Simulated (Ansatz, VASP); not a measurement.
# Two plane-wave programs on WS2

Contents of POSCAR:

```
WS2
1.0
    3.1835163552      0.0000000000      0.0000000000
   -1.5917581776      2.7570060369      0.0000000000
    0.0000000000      0.0000000000     16.9505778900
W S
1 2
Direct
    0.0000000000      0.0000000000      0.0000000000
    0.3333333333      0.6666666667      0.0920005100
    0.3333333333      0.6666666667      0.9079994900
```

Contents of INCAR.step1:

```
SYSTEM = WS2
PREC     = Accurate       ! precision mode
ENCUT    = 520            ! plane-wave cutoff, eV
EDIFF    = 1E-5           ! SCF threshold, eV
ISMEAR   = -1             ! smearing method
SIGMA    = 0.05           ! smearing width, eV
LREAL    = .False.        ! projectors in reciprocal space
LASPH    = .True.         ! aspherical terms in the spheres
NELM     = 100            ! most SCF steps
ALGO     = Normal         ! electronic algorithm
ISIF     = 2              ! what is computed and relaxed
LWAVE    = .True.         ! write WAVECAR
LCHARG   = .False.        ! write CHGCAR
GGA      = PE             ! functional
NBANDS   = 20             ! bands
```

INCAR.step2

```
SYSTEM = WS2
PREC     = Accurate       ! precision mode
ENCUT    = 520            ! plane-wave cutoff, eV
EDIFF    = 1E-7           ! SCF threshold, eV
ISMEAR   = -1             ! smearing method
SIGMA    = 0.05           ! smearing width, eV
LREAL    = .False.        ! projectors in reciprocal space
LASPH    = .True.         ! aspherical terms in the spheres
NELM     = 100            ! most SCF steps
ALGO     = Normal         ! electronic algorithm
ISIF     = 2              ! what is computed and relaxed
LWAVE    = .False.        ! write WAVECAR
LCHARG   = .False.        ! write CHGCAR
GGA      = PE             ! functional
LHFCALC  = .True.         ! exact exchange
AEXX     = 0.5            ! exact-exchange fraction
HFSCREEN = 0.2            ! screening, 1/A
PRECFOCK = Normal       
ISTART   = 1            
NBANDS   = 20             ! bands
```

File KPOINTS:

```
regular mesh
0
Gamma
  5 5 1
  0 0 0
```

Contents of input.yaml:

```yaml
crystal:
  lattice:
    - [3.1835163552, 0.0, 0.0]
    - [-1.5917581776, 2.7570060369, 0.0]
    - [0.0, 0.0, 16.95057789]
  atoms:
    - { symbol: W, position: [0.0, 0.0, 0.0] }
    - { symbol: S, position: [0.3333333333, 0.6666666667, 0.09200051] }
    - { symbol: S, position: [0.3333333333, 0.6666666667, 0.90799949] }
hamiltonian:
  xc: { exchange: pbe, correlation: pbe, exx: { coeff: 0.5, omega: 0.2 } }
  pseudopotentials: { kind: paw }
kpoints:
  mp_grid: { grid: [5, 5, 1] }
scf:
  occupations: { method: fermi_dirac, width: 0.05 }
output:
  forces: true
  stress: true
  eigenvalues: true
```

Alike in both runs: task single point; functional PBE-based screened hybrid with a share of 0.5 of exact exchange and HFSCREEN = 0.2; k mesh 5 × 5 × 1; occupations fermi-dirac, width 0.05 eV; no spin polarisation.

|  | VASP | Ansatz |
| --- | --- | --- |
| version | VASP 6.6.1 | Ansatz 0.2.0 |
| potentials or method | VASP PAW PBE potentials, release 64 (W_sv, S) | Ansatz PAW |
| plane-wave cutoff (eV) | 520 | 420 |
| valence electrons in the cell | 26 | 26 |

VASP gave:

- gap on the k mesh at the Fermi level (eV): 3.50
- least direct gap on the mesh (eV): 3.96
- rms of the force components (eV/Å): 0.384

Which values does Ansatz return?

gap on the k mesh at the Fermi level (eV): 3.49; least direct gap on the mesh (eV): 3.97; rms of the force components (eV/Å): 0.330.

VASP's potentials were made for PBE, not for PBE-based screened hybrid. Atom by atom the forces differ by 0.054 eV/Å (rms over components).

The k mesh is coarse, so the values compare programs but aren't converged. Neither program's run includes spin-orbit coupling. Noted on Ansatz's run: odd divisions of the mesh miss points on the zone boundary, where band edges often lie, so the gap on the mesh can be too wide.
